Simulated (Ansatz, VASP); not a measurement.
# Ni in VASP and in Ansatz

INCAR

```
SYSTEM = Ni
PREC = Accurate ; ENCUT = 520
EDIFF = 1E-6 ; ISMEAR = -1
SIGMA = 0.05 ; LREAL = .FALSE.
LASPH = .TRUE. ; NELM = 150
ALGO = Normal ; ISIF = 2
LWAVE = .FALSE. ; LCHARG = .TRUE.
ISPIN = 2 ; MAGMOM = 0.685
LORBIT = 11 ; LMAXMIX = 4
GGA = RE ; LELF = .TRUE.
LVHAR = .TRUE. ; NBANDS = 15
```

The input KPOINTS:

```
Automatic mesh
0
G
  25 25 25
  0 0 0
```

POSCAR

```
Ni
1.0
    0.0000000000      1.8178755172      1.8178755172
    1.8178755172      0.0000000000      1.8178755172
    1.8178755172      1.8178755172      0.0000000000
Ni
1
Direct
    0.0000000000      0.0000000000      0.0000000000
```

Input for Ansatz:

```yaml
crystal:
  lattice:
    - [0.0, 1.8178755172, 1.8178755172]
    - [1.8178755172, 0.0, 1.8178755172]
    - [1.8178755172, 1.8178755172, 0.0]
  atoms:
    - { symbol: Ni, position: [0.0, 0.0, 0.0], spin: 0.685 }
hamiltonian:
  xc: revpbe
  pseudopotentials:
    kind: paw
    azcp:
      Ni: "pseudopotentials/Ni.paw.azcp"
basis:
  ecutwfc: 420
  fft_grid_basis: typed
kpoints:
  mp_grid: { grid: [25, 25, 25], shift: [0, 0, 0] }
magnetization:
  spin_polarized: true
scf:
  occupations: { method: fermi_dirac, width: 0.05 }
output:
  stress: true
```

Alike in both runs: task single point; functional revPBE; k mesh 25 × 25 × 25; occupations fermi-dirac, width 0.05 eV; collinear spin.

```csv
,VASP,Ansatz
version,VASP 6.6.1,Ansatz 0.2.0
potentials or method,"VASP PAW PBE potentials, release 64 (Ni), cutoff 520 eV","plane waves (420 eV) with PAW, scalar-relativistic"
valence electrons in the cell,10,18
```

```csv
,VASP,Ansatz,Ansatz less VASP
pressure (GPa),-11.4,-11.8,-0.31
net moment per atom (μB),0.65,0.67,+0.019
size of the moment on the site where the two differ most (μB),0.68,0.72,+0.042
```

VASP's potentials were made for PBE, not for revPBE. Site moments also hang on the region over which each program counts them. With one functional, cell and mesh, what is left measures potentials, basis and numerics. VASP's potentials hold 10 valence electrons a cell and Ansatz's 18, so a difference there can come from the potentials and not from the codes.
